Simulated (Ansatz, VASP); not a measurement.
Two plane-wave programs on Si7B

```
CELL_PARAMETERS angstrom
-3.00689 3.00689 3.00689
3.00689 -3.00689 3.00689
3.00689 3.00689 -3.00689
ATOMIC_POSITIONS crystal
Si 0.00000 0.50000 0.50000
Si 0.50000 0.50000 0.00000
Si 0.50000 0.00000 0.50000
Si 0.00000 0.00000 0.50000
Si 0.00000 0.50000 0.00000
Si 0.50000 0.00000 0.00000
Si 0.50000 0.50000 0.50000
B 0.00000 0.00000 0.00000
```

Change from the starting cell: species swapped into the Fe7Co type (Im-3m, No. 229).

Alike in both runs: functional PBE; k mesh 4 × 4 × 4; occupations gaussian, width 0.2 eV; no spin polarisation.

Ansatz relaxed the structure, and its values are those at the end. VASP's run is a single point on that final structure, the one shown.

|  | VASP | Ansatz |
| --- | --- | --- |
| version | VASP 6.6.1 | Ansatz 0.2.0 |
| potentials or method | VASP PAW PBE potentials, release 64 (Si, B), cutoff 500 eV | scalar-relativistic, plane waves, PAW |
| valence electrons in the cell | 31 | 31 |

```csv
,VASP,Ansatz,Ansatz less VASP
gap on the k mesh at the Fermi level (eV),none,none,-
pressure (GPa),-0.3,-0.2,+0.03
```

A gap of «none» marks a metal or a gap that the smearing closes. With one functional, cell and mesh, what is left measures potentials, basis and numerics.

The k mesh is coarse, so the values compare programs but aren't converged.
